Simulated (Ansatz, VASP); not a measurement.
**One calculation of WS2, two programs**

Contents of INCAR:

```
  ALGO = Normal
  EDIFF = 1E-7
  ENCUT = 520
  GGA = PS
  ISIF = 2
  ISMEAR = -1
  LASPH = True
  LCHARG = True
  LELF = True
  LREAL = False
  LVHAR = True
  LWAVE = False
  NBANDS = 35
  NELM = 60
  PREC = Accurate
  SIGMA = 0.05
```

The input KPOINTS:

```
k-points
0
Gamma
  10 10 3
```

File POSCAR:

```
WS2
1.0
    3.1586570750      0.0000000000      0.0000000000
   -1.5793285375      2.7354772688      0.0000000000
    0.0000000000      0.0000000000     12.4161048547
W S
2 4
Direct
    0.6666666667      0.3333333333      0.7500000000
    0.3333333333      0.6666666667      0.2500000000
    0.6666666667      0.3333333333      0.3750000000
    0.3333333333      0.6666666667      0.8750000000
    0.6666666667      0.3333333333      0.1250000000
    0.3333333333      0.6666666667      0.6250000000
```

input.yaml

```yaml
crystal:
  lattice:
    - [3.158657075, 0.0, 0.0]
    - [-1.5793285375, 2.7354772688, 0.0]
    - [0.0, 0.0, 12.4161048547]
  atoms:
    - { symbol: W, position: [0.6666666667, 0.3333333333, 0.75] }
    - { symbol: W, position: [0.3333333333, 0.6666666667, 0.25] }
    - { symbol: S, position: [0.6666666667, 0.3333333333, 0.375] }
    - { symbol: S, position: [0.3333333333, 0.6666666667, 0.875] }
    - { symbol: S, position: [0.6666666667, 0.3333333333, 0.125] }
    - { symbol: S, position: [0.3333333333, 0.6666666667, 0.625] }
kpoints:
  mp_grid: { grid: [10, 10, 3] }
scf:
  occupations: { method: fermi_dirac, width: 0.05 }
hamiltonian:
  xc: pbesol
  pseudopotentials: { kind: all_electron, lapw: { basis_error: 0.001 } }
output:
  forces: true
  stress: true
  eigenvalues: true
```

Change from the starting cell: volume scaled by 0.98.

Alike in both runs: task single point; functional PBEsol; k mesh 10 × 10 × 3; occupations fermi-dirac, width 0.05 eV; no spin polarisation.

```csv
,VASP,Ansatz
version,VASP 6.6.1,Ansatz 0.2.0
potentials or method,"VASP PAW PBE potentials, release 64 (W_sv, S), cutoff 520 eV","all-electron LAPW, scalar-relativistic"
```

Ansatz gave:

* gap on the k mesh at the Fermi level (eV): 1.06
* least direct gap on the mesh (eV): 2.13
* pressure (GPa): 0.6
* traceless stress, the component that is largest in VASP (GPa): 1.82
* rms of the force components (eV/Å): 0.099

Q: What did VASP give for the same quantities?

A: gap on the k mesh at the Fermi level (eV): 1.07; least direct gap on the mesh (eV): 2.13; pressure (GPa): 0.7; traceless stress, the component that is largest in VASP (GPa): 1.87; rms of the force components (eV/Å): 0.109.

VASP's potentials were made for PBE, not for PBEsol. Atom by atom the forces differ by 0.010 eV/Å (rms over components). Ansatz ran all-electron here, and VASP with PAW potentials.

Spin-orbit coupling is off throughout.
